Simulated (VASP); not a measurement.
# NbSi (Pm-3m) in VASP: further runs

Aim: see how the results for NbSi move with the level of theory and the settings. Levels: PBEsol, PBE. Tasks: vibrations by perturbation theory, elastic constants.

All numbers are computed with VASP 6.6.1; they aren't measurements. Logs are shortened: lines on timing, memory, paths and dates and some standing lists are left out, and cuts for length are marked.

## (1) The cell of the first run

It takes space group Pm-3m (No. 221, cubic). Conventional cell: a = 3.156 Å, b = 3.156 Å, c = 3.156 Å, α = 90.00°, β = 90.00°, γ = 90.00°. Nb (site symmetry m-3m) has 8 Si at 2.73 Å and 6 Nb at 3.16 Å within 3.6 Å. Within 3.6 Å of Si (site symmetry m-3m) lie 8 Nb at 2.73 Å and 6 Si at 3.16 Å.

## (2) Vibrations by perturbation theory, PBEsol

INCAR reads:

```
PREC = Accurate
ENCUT = 520
EDIFF = 1E-8
ISMEAR = -1
SIGMA = 0.05
LREAL = F
LASPH = T
NELM = 100
ALGO = Normal
ISIF = 2
LWAVE = F
LCHARG = T
GGA = PS
NBANDS = 16
IBRION = 8
NSW = 1
```

KPOINTS reads:

```
regular mesh
0
Gamma
  8 8 8
```

POSCAR reads:

```
NbSi
1.0
    3.1564400000      0.0000000000      0.0000000000
    0.0000000000      3.1564400000      0.0000000000
    0.0000000000      0.0000000000      3.1564400000
Nb Si
1 1
Direct
    0.0000000000      0.0000000000      0.0000000000
    0.5000000000      0.5000000000      0.5000000000
```

Potentials or basis: VASP PAW PBE potentials, release 64 (Nb_sv, Si).

Command:

```
$ cat potpaw_PBE.64/Nb_sv/POTCAR potpaw_PBE.64/Si/POTCAR > POTCAR
$ mpirun -np 1 vasp_std > vasp.out
```

OUTCAR:

```text
PREC = Accurate
   ENCUT = 520
   EDIFF = 1E-8
   ISMEAR = -1
   LREAL = F
   LASPH = T
   NELM = 100
   ISIF = 2
   GGA = PS
   IBRION = 8
   NSW = 1

 ion  position               nearest neighbor table
   1  0.000  0.000  0.000-   2 2.73   2 2.73   2 2.73   2 2.73   2 2.73   2 2.73   2 2.73   2 2.73

   2  0.500  0.500  0.500-   1 2.73   1 2.73   1 2.73   1 2.73   1 2.73   1 2.73   1 2.73   1 2.73

  LATTYP: Found a simple cubic cell.
 ALAT       =     3.1564400000

  Lattice vectors:

 A1 = (   3.1564400000,   0.0000000000,   0.0000000000)
 A2 = (   0.0000000000,   3.1564400000,   0.0000000000)
 A3 = (   0.0000000000,   0.0000000000,   3.1564400000)

Analysis of symmetry for initial positions (statically):
=====================================================================
 Subroutine PRICEL returns:
 Original cell was already a primitive cell.

 Routine SETGRP: Setting up the symmetry group for a
 simple cubic supercell.

 Subroutine GETGRP returns: Found 48 space group operations
 (whereof 48 operations were pure point group operations)
 out of a pool of 48 trial point group operations.

The static configuration has the point symmetry O_h .

Analysis of symmetry for dynamics (positions and initial velocities):
=====================================================================
 Subroutine PRICEL returns:
 Original cell was already a primitive cell.

 Routine SETGRP: Setting up the symmetry group for a
 simple cubic supercell.

 Subroutine GETGRP returns: Found 48 space group operations
 (whereof 48 operations were pure point group operations)
 out of a pool of 48 trial point group operations.

The dynamic configuration has the point symmetry O_h .

 Subroutine INISYM returns: Found 48 space group operations
 (whereof 48 operations are pure point group operations),
 and found     1 'primitive' translations

----------------------------------------------------------------------------------------

                                     Primitive cell

  volume of cell :      31.4480

  direct lattice vectors                    reciprocal lattice vectors
     3.156440000  0.000000000  0.000000000     0.316812612  0.000000000  0.000000000
     0.000000000  3.156440000  0.000000000     0.000000000  0.316812612  0.000000000
     0.000000000  0.000000000  3.156440000     0.000000000  0.000000000  0.316812612

  length of vectors
     3.156440000  3.156440000  3.156440000     0.316812612  0.316812612  0.316812612

  position of ions in fractional coordinates (direct lattice)
     0.000000000  0.000000000  0.000000000
     0.500000000  0.500000000  0.500000000

  ion indices of the primitive-cell ions
   primitive index   ion index
                 1           1
                 2           2

----------------------------------------------------------------------------------------

 KPOINTS: regular mesh

Automatic generation of k-mesh.
 Grid dimensions read from file:
 generate k-points for:    8    8    8

 Generating k-lattice:

  Cartesian coordinates                     Fractional coordinates (reciprocal lattice)
     0.039601576  0.000000000  0.000000000     0.125000000  0.000000000  0.000000000
     0.000000000  0.039601576  0.000000000     0.000000000  0.125000000  0.000000000
     0.000000000  0.000000000  0.039601576     0.000000000  0.000000000  0.125000000

  Length of vectors
     0.039601576  0.039601576  0.039601576

  Shift w.r.t. Gamma in fractional coordinates (k-lattice)
[... 69 lines left out ...]
   IALGO  =     38    algorithm
   IMIX   =      4    mixing-type and parameters
     AMIX     =   0.40;   BMIX     =  1.00
     AMIX_MAG =   1.60;   BMIX_MAG =  1.00
  volume/ion in A,a.u.               =      15.72       106.11
  Fermi-wavevector in a.u.,A,eV,Ry     =   1.333604  2.520146 24.197961  1.778500
  Thomas-Fermi vector in A             =   2.462450
   LORBIT       =      0    0 simple, 1 ext, 2 COOP (PROOUT), +10 PAW based schemes
   GGA     = PS    functional components
   LHFCALC =     F    Hartree Fock is set to
   AEXX    =    0.0000 exact exchange contribution
   IVDW    =     0    specifies the selected vdW correction
   LEPSILON=     F    determine dielectric tensor
   LRPA    =     F    only Hartree local field effects (RPA)
 non-spin polarized calculation
  energy-cutoff  :      520.00
  volume of cell :       31.45
 maximum number of plane-waves:       876
 NGX is ok and might be reduce to    24
   NGX = 11   NGY = 11   NGZ = 11

--------------------------------------- Ionic step        1  -------------------------------------------

 number of electron      17.0000003 magnetization

 Free energy of the ion-electron system (eV)
  ---------------------------------------------------
  ext. energy  EPLUGINS =         0.00000000
  ---------------------------------------------------
  free energy    TOTEN  =       -17.21136868 eV

  energy without entropy =      -17.19173470  energy(sigma->0) =      -17.20155169

 E-fermi :  11.0321     XC(G=0): -12.1645

 val. band max:       11.0277023083   @ k =   0.2500   0.2500   0.0000
 cond. band min:      11.0563677861   @ k =   0.5000   0.2500   0.1250
 fundamental gap:      0.0286654778
 Fermi energy:        11.0321385073

 k-point     1 :       0.0000    0.0000    0.0000
  band No.  band energies     occupation
      1     -43.4717      2.00000
      2     -19.4109      2.00000
      3     -19.4109      2.00000
      4     -19.4109      2.00000
      5      -0.0187      2.00000
      6       8.3883      2.00000
[... 433 lines left out ...]
      3     -19.7123      2.00000
      4     -19.3948      2.00000
      5       3.2606      2.00000
      6       7.0704      2.00000
[... 8 lines left out ...]
     15      21.5449      0.00000
     16      22.8242      0.00000

 [... further k-points ...]
[... 5 lines left out ...]
  --------------------------------------------------------------------------------------
  -------------------------------------------------------------------------------------
  Total       -0.9819774     -0.9819774     -0.9819774      0.0000000      0.0000000     -0.0000000
  in kB      -50.0287295    -50.0287295    -50.0287295      0.0000000      0.0000000     -0.0000000
  external PRESSURE =     -50.0287295 kB  Pullay stress =       0.0000000 kB

 VOLUME and BASIS-vectors are now :
 -----------------------------------------------------------------------------
  energy-cutoff  :      520.00
  volume of cell :       31.45
      direct lattice vectors                 reciprocal lattice vectors
     3.156440000  0.000000000  0.000000000     0.316812612  0.000000000  0.000000000
     0.000000000  3.156440000  0.000000000     0.000000000  0.316812612  0.000000000
     0.000000000  0.000000000  3.156440000     0.000000000  0.000000000  0.316812612

 POSITION                                       TOTAL-FORCE (eV/Angst)
 -----------------------------------------------------------------------------------
      0.00000      0.00000      0.00000         0.000000      0.000000      0.000000
      1.57822      1.57822      1.57822         0.000000      0.000000      0.000000
 -----------------------------------------------------------------------------------
    total drift:                               -0.000000      0.000000      0.000000

  FREE ENERGIE OF THE ION-ELECTRON SYSTEM (eV)
  ---------------------------------------------------
  free  energy   TOTEN  =       -17.2113686767 eV

  energy  without entropy=      -17.1917346991  energy(sigma->0) =      -17.20155169

[... ionic steps 2 to 3 ...]

--------------------------------------- Ionic step        4  -------------------------------------------

------------------------ aborting loop because EDIFF is reached ----------------------------------------

[... ionic steps 5 to 6 ...]

--------------------------------------- Ionic step        7  -------------------------------------------

 Free energy of the ion-electron system (eV)
  ---------------------------------------------------
  ---------------------------------------------------
  free energy    TOTEN  =        -0.01715041 eV

  energy without entropy =       -0.01715041

------------------------ aborting loop because EDIFF is reached ----------------------------------------

 INTERNAL STRAIN TENSOR  FOR ION    2  DIRECTION 1   (eV/Angst):
 -----------------------------------------------------------------------------
    -0.02877 -0.00000  0.00000
    -0.00000  0.01288  0.00000
     0.00000  0.00000  0.01288

 INTERNAL STRAIN TENSOR FOR ION    2 for displacements in x,y,z  (eV/Angst):
          X           Y           Z          XY          YZ          ZX
  --------------------------------------------------------------------------------
  x     0.00000     0.00000     0.00000     0.00000     0.00000     0.00000
  y     0.00000     0.00000     0.00000     0.00000     0.00000     0.00000
  z     0.00000     0.00000     0.00000     0.00000     0.00000     0.00000

 SECOND DERIVATIVES (NOT SYMMETRIZED)
 ------------------------------------
               1X          1Y          1Z          2X          2Y          2Z
  1X    -5.222230   -0.000000    0.000000    5.222230    0.000000    0.000000
  1Y     0.000000   -5.222230   -0.000000    0.000000    5.222230    0.000000
  1Z    -0.000000    0.000000   -5.222230    0.000000    0.000000    5.222230
  2X     5.217527   -0.000000    0.000000   -5.217527    0.000000   -0.000000
  2Y    -0.000000    5.217527    0.000000    0.000000   -5.217527   -0.000000
  2Z    -0.000000   -0.000000    5.217527    0.000000    0.000000   -5.217527

 Eigenvectors and eigenvalues of the dynamical matrix
 ----------------------------------------------------

   1 f  =    7.690309 THz    48.319635 2PiTHz  256.521090 cm-1    31.804547 meV
             X         Y         Z           dx          dy          dz
      0.000000  0.000000  0.000000     0.481952   -0.000000    0.000000
      1.578220  1.578220  1.578220    -0.876198    0.000000    0.000000
[... 21 lines left out ...]
   6 f/i=    0.001463 THz     0.009192 2PiTHz    0.048797 cm-1     0.006050 meV
             X         Y         Z           dx          dy          dz
      0.000000  0.000000  0.000000    -0.133975   -0.865894   -0.000000
      1.578220  1.578220  1.578220    -0.073693   -0.476285    0.000000

--------------------------------------------------------------------------------------------------------

 ELASTIC MODULI CONTR FROM IONIC RELAXATION (kBar)
 Direction    XX          YY          ZZ          XY          YZ          ZX
 --------------------------------------------------------------------------------
 XX           0.0000      0.0000      0.0000      0.0000      0.0000      0.0000
 YY           0.0000      0.0000      0.0000      0.0000      0.0000      0.0000
 ZZ           0.0000      0.0000      0.0000      0.0000      0.0000      0.0000
 XY           0.0000      0.0000      0.0000      0.0000      0.0000      0.0000
 YZ           0.0000      0.0000      0.0000      0.0000      0.0000      0.0000
 ZX           0.0000      0.0000      0.0000      0.0000      0.0000      0.0000
 --------------------------------------------------------------------------------
```

Wall time 2.1 min (1 thread of Intel Xeon Platinum 8259CL at 2.50GHz (Skylake/Cascade Lake), shared host); peak memory 0.22 GiB.

What came out:

```yaml
Highest_phonon_frequency_at_Γ_LO-TO_splitting_left_out: 257 cm⁻¹
```

Phonon frequencies in cm⁻¹ (negative: imaginary):
```csv
q point,frequencies
"(0.000, 0.000, 0.000)",0 0 0 257 257 257
```

Caveat: the cell wasn't relaxed at this level first, which shifts response properties; the PAW data sets were made with another functional, which shifts forces and pressure a little.

## (3) Elastic constants, PBE

INCAR reads:

```
PREC = Accurate
ENCUT = 600
EDIFF = 1E-8
ISMEAR = -1
SIGMA = 0.05
LREAL = F
LASPH = T
NELM = 80
ALGO = Normal
ISIF = 3
LWAVE = F
LCHARG = T
GGA = PE
IBRION = 6
NFREE = 2
POTIM = 0.015
NSW = 1
```

KPOINTS reads:

```
Automatic mesh
0
Gamma
  6 6 6
```

POSCAR is that of step 2.

Potentials or basis: VASP PAW PBE potentials, release 64 (Nb_sv, Si).

Command:

```
$ cat potpaw_PBE.64/Nb_sv/POTCAR potpaw_PBE.64/Si/POTCAR > POTCAR
$ mpirun -np 1 vasp_std > vasp.out
```

It took 4.9 min on 1 thread of Intel Xeon Platinum 8259CL at 2.50GHz (Skylake/Cascade Lake), shared host; peak memory 0.22 GiB.

It converged, with:

* Elastic constants C11, C12, C44: 163, 178, -1 GPa
* Voigt bulk modulus: 173 GPa
* Highest phonon frequency at Γ, LO-TO splitting left out: 267 cm⁻¹

Phonon frequencies in cm⁻¹ (negative: imaginary):
| q point | frequencies |
| --- | --- |
| (0.000, 0.000, 0.000) | 0 0 0 267 267 267 |

Elastic tensor in Voigt notation (GPa, in the Cartesian axes of the cell as first typed):
```
163 178 178   0   0   0
178 163 178   0   0   0
178 178 163   0   0   0
  0   0   0  -1   0   0
  0   0   0   0  -1   0
  0   0   0   0   0  -1
```

Clamped-ion elastic tensor (GPa):
```
163 178 178   0   0   0
178 163 178   0   0   0
178 178 163   0   0   0
  0   0   0  -1   0   0
  0   0   0   0  -1   0
  0   0   0   0   0  -1
```

Caveat: the elastic tensor has a negative eigenvalue, so either the cell is unstable as it stands or the mesh is too thin.
